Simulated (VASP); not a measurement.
Here is a VASP 6.6.1 calculation.

Contents of INCAR:

```
PREC = Accurate
ENCUT = 520
EDIFF = 1E-6
ISMEAR = 0
SIGMA = 0.1
LREAL = False
LASPH = True
NELM = 80
ALGO = Fast
ISIF = 2
LWAVE = False
LCHARG = False
GGA = PE
NBANDS = 14
```

Contents of KPOINTS:

```
Automatic mesh
0
Gamma
  12 12 16
```

POSCAR

```
Na
1.0
    5.8651306595      0.0000000000      0.0000000000
   -2.9325653297      5.0793521476      0.0000000000
    0.0000000000      0.0000000000      3.4212578476
Na
2
Direct
    0.3333333333      0.6666666667      0.5000000000
    0.6666666667      0.3333333333      0.5000000000
```

Potentials or basis: VASP PAW PBE potentials, release 64 (Na_pv).

Command:

```sh
$ cat potpaw_PBE.64/Na_pv/POTCAR > POTCAR
$ mpirun -np 1 vasp_std > vasp.out
```

(1) Predict the pressure.

(2) What does it give for the band gap on the k mesh?

Results:

(1) 0.0 GPa.

(2) zero (band 7 reaches 1.41 eV, above the bottom of band 8 at -1.50 eV).
